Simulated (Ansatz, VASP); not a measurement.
# SiW3: VASP beside Ansatz

File INCAR:

```
PREC = Accurate
ENCUT = 520
EDIFF = 1E-6
ISMEAR = 0
SIGMA = 0.1
LREAL = F
LASPH = T
NELM = 100
ALGO = Fast
ISIF = 2
LWAVE = F
LCHARG = F
GGA = PE
NBANDS = 31
```

File KPOINTS:

```
regular mesh
0
Gamma
  4 4 4
```

POSCAR

```
SiW3
1.0
    3.9473710429      0.0000000000      0.0000000000
    0.0000000000      3.9473710429      0.0000000000
    0.0000000000      0.0000000000      3.9473710429
Si W
1 3
Direct
    0.0000000000      0.0000000000      0.0000000000
    0.0000000000      0.5000000000      0.5000000000
    0.5000000000      0.0000000000      0.5000000000
    0.5000000000      0.5000000000      0.0000000000
```

Input for Ansatz:

```yaml
crystal:
  lattice:
    - [3.9473710429, 0.0, 0.0]
    - [0.0, 3.9473710429, 0.0]
    - [0.0, 0.0, 3.9473710429]
  atoms:
    - { symbol: Si, position: [0.0, 0.0, 0.0] }
    - { symbol: W, position: [0.0, 0.5, 0.5] }
    - { symbol: W, position: [0.5, 0.0, 0.5] }
    - { symbol: W, position: [0.5, 0.5, 0.0] }
basis:
  ecutwfc: 420
kpoints:
  mp_grid: { grid: [4, 4, 4] }
hamiltonian:
  xc: pbe
scf:
  occupations: { method: gaussian, width: 0.1 }
  lower_state_search: "off"
output:
  forces: true
  stress: true
  eigenvalues: true
```

Alike in both runs: task single point; functional PBE; k mesh 4 × 4 × 4; occupations gaussian, width 0.1 eV; no spin polarisation.

|  | VASP | Ansatz |
| --- | --- | --- |
| version | VASP 6.6.1 | Ansatz 0.2.0 |
| potentials or method | VASP PAW PBE potentials, release 64 (Si, W_sv), cutoff 520 eV | scalar-relativistic, plane waves, PAW |
| valence electrons in the cell | 46 | 46 |

```csv
,VASP,Ansatz,Ansatz less VASP
gap on the k mesh at the Fermi level (eV),none,none,-
pressure (GPa),-1.3,-1.7,-0.38
```

A gap of «none» marks a metal or a gap that the smearing closes. The functional is the same, so the differences come from potentials, cutoffs and numerics.

The k mesh is coarse, so the values compare programs but aren't converged. Spin-orbit coupling is off throughout.
